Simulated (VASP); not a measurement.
A run of VASP 6.6.1 is set up as follows.

Contents of INCAR:

```
ALGO = Normal ; EDIFF = 1E-6
ENCUT = 520 ; GGA = PE
ISIF = 2 ; ISMEAR = 0
IVDW = 12 ; LASPH = True
LCHARG = False ; LREAL = False
LWAVE = False ; NBANDS = 31
NELM = 60 ; PREC = Accurate
SIGMA = 0.01
```

File KPOINTS:

```
k-points
0
Gamma
  6 6 4
```

The input POSCAR:

```
HfO2
1.0
    3.6448350022      0.0000000000      0.0000000000
    0.0000000000      3.6448350022      0.0000000000
    0.0000000000      0.0000000000      5.2980523872
Hf O
2 4
Direct
    0.5000000000      0.5000000000      0.5000000000
    0.0000000000      0.0000000000      0.0000000000
    0.0000000000      0.5000000000      0.6972100000
    0.5000000000      0.0000000000      0.8027900000
    0.5000000000      0.0000000000      0.3027900000
    0.0000000000      0.5000000000      0.1972100000
```

Potentials or basis: VASP PAW PBE potentials, release 64 (Hf_pv, O).

Command:

```sh
$ cat potpaw_PBE.64/Hf_pv/POTCAR potpaw_PBE.64/O/POTCAR > POTCAR
$ mpirun -np 1 vasp_std > vasp.out
```

**Question.** What does it give for the largest force?

**Answer.** 0.285 eV/Å.

**Question.** Predict the dispersion energy per atom.

**Answer.** -0.221 eV.

Stress tensor (GPa, compression positive):
```
-14.08   0.00   0.00
  0.00 -14.08   0.00
  0.00   0.00 -12.57
```

Caveat: the cell stands under tension.
